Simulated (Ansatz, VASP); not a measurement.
## One calculation of Mg, two programs

The input INCAR:

```
SYSTEM = Mg
  ALGO = Normal
  EDIFF = 1E-6
  ENCUT = 520
  GGA = PE
  ISIF = 2
  ISMEAR = -1
  LASPH = .True.
  LCHARG = .False.
  LREAL = .False.
  LWAVE = .False.
  NBANDS = 9
  NELM = 60
  PREC = Accurate
  SIGMA = 0.01
```

KPOINTS

```
k-points
0
Gamma
  11 11 6
  0 0 0
```

File POSCAR:

```
Mg
1.0
    3.1953117277      0.0000000000      0.0000000000
   -1.5976558638      2.7672211292      0.0000000000
    0.0000000000      0.0000000000      5.1879445283
Mg
2
Direct
    0.3333333333      0.6666666667      0.2500000000
    0.6666666667      0.3333333333      0.7500000000
```

Input for Ansatz:

```yaml
crystal:
  lattice:
    - [3.1953117277, 0.0, 0.0]
    - [-1.5976558638, 2.7672211292, 0.0]
    - [0.0, 0.0, 5.1879445283]
  atoms:
    - { symbol: Mg, position: [0.3333333333, 0.6666666667, 0.25] }
    - { symbol: Mg, position: [0.6666666667, 0.3333333333, 0.75] }
hamiltonian:
  xc: pbe
  pseudopotentials:
    kind: paw
    azcp:
      Mg: "pseudopotentials/Mg.paw.azcp"
basis:
  ecutwfc: 420
  fft_grid_basis: typed
kpoints:
  mp_grid: { grid: [11, 11, 6], shift: [0, 0, 0] }
magnetization:
  spin_polarized: false
scf:
  occupations: { method: fermi_dirac, width: 0.01 }
  lower_state_search: "off"
output:
  stress: true
```

Alike in both runs: task single point; functional PBE; k mesh 11 × 11 × 6; occupations fermi-dirac, width 0.01 eV; no spin polarisation.

```csv
,VASP,Ansatz
version,VASP 6.6.1,Ansatz 0.2.0
potentials or method,"VASP PAW PBE potentials, release 64 (Mg), cutoff 520 eV","plane waves (420 eV) with PAW, scalar-relativistic"
valence electrons in the cell,4,20
```

Ansatz gave:

| Property | Result |
| --- | --- |
| pressure (GPa) | 0.0 |

Q: What did VASP give for the same quantities?

A: Pressure (GPa): -0.2.

VASP's potentials hold 4 valence electrons a cell and Ansatz's 20, so a difference there can come from the potentials and not from the codes.
